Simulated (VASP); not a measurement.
Here is a VASP 6.6.1 calculation.

The input INCAR:

```
SYSTEM = Li2BrF
PREC     = Accurate       ! precision mode
ENCUT    = 520            ! plane-wave cutoff, eV
EDIFF    = 1E-6           ! SCF threshold, eV
ISMEAR   = 0              ! smearing method
SIGMA    = 0.01           ! smearing width, eV
LREAL    = .False.        ! projectors in reciprocal space
LASPH    = .True.         ! aspherical terms in the spheres
NELM     = 100            ! most SCF steps
ALGO     = Normal         ! electronic algorithm
ISIF     = 2              ! what is computed and relaxed
LWAVE    = .False.        ! write WAVECAR
LCHARG   = .False.        ! write CHGCAR
GGA      = PE             ! functional
NBANDS   = 18             ! bands
```

KPOINTS

```
Automatic mesh
0
Gamma
  4 4 4
  0 0 0
```

Contents of POSCAR:

```
Li2BrF
1.0
    3.6671337262      0.0000000000      0.0000000000
    0.0000000000      3.6671337262      0.0000000000
    0.0000000000      0.0000000000      4.9789862495
F Li Br
1 2 1
Direct
    0.0000000000      0.0000000000      0.0000000000
    0.0000000000      0.0000000000      0.5000000000
    0.5000000000      0.5000000000      0.0000000000
    0.5000000000      0.5000000000      0.5000000000
```

Potentials or basis: VASP PAW PBE potentials, release 64 (F, Li_sv, Br).

Launch:

```sh
$ cat potpaw_PBE.64/F/POTCAR potpaw_PBE.64/Li_sv/POTCAR potpaw_PBE.64/Br/POTCAR > POTCAR
$ mpirun -np 1 vasp_std > vasp.out
```

(1) What does it give for the band gap on the k mesh?

## Answers

(1) 5.27 eV, indirect (least direct gap 5.37 eV).

Caveat: the k points lie up to 0.43 Å⁻¹ apart.
